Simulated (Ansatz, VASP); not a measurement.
# C: VASP beside Ansatz

```
C
1.0
     0.00000    1.78337    1.78337
     1.78337    0.00000    1.78337
     1.78337    1.78337    0.00000
C
2
Cartesian
  2.6751 2.6751 2.6751
  1.7834 1.7834 1.7834
```

Alike in both runs: task single point; functional PBE-based screened hybrid with a share of 0.25 of exact exchange and HFSCREEN = 0.15; k mesh 7 × 7 × 7; occupations fermi-dirac, width 0.05 eV; no spin polarisation.

```csv
,VASP,Ansatz
version,VASP 6.6.1,Ansatz 0.2.0
potentials or method,"VASP PAW PBE potentials, release 64 (C)",Ansatz PAW
plane-wave cutoff (eV),520,420
valence electrons in the cell,8,8
```

VASP gave:

| Quantity | Value |
| --- | --- |
| gap on the k mesh at the Fermi level (eV) | 5.58 |
| least direct gap on the mesh (eV) | 7.14 |
| pressure (GPa) | -7.5 |

Q: What did Ansatz give for the same quantities?

A: gap on the k mesh at the Fermi level (eV): 5.58; least direct gap on the mesh (eV): 7.15; pressure (GPa): -8.4.

VASP's potentials were made for PBE, not for PBE-based screened hybrid.

The k mesh is coarse, so the values compare programs but aren't converged. Noted on Ansatz's run: odd divisions of the mesh miss points on the zone boundary, where band edges often lie, so the gap on the mesh can be too wide.
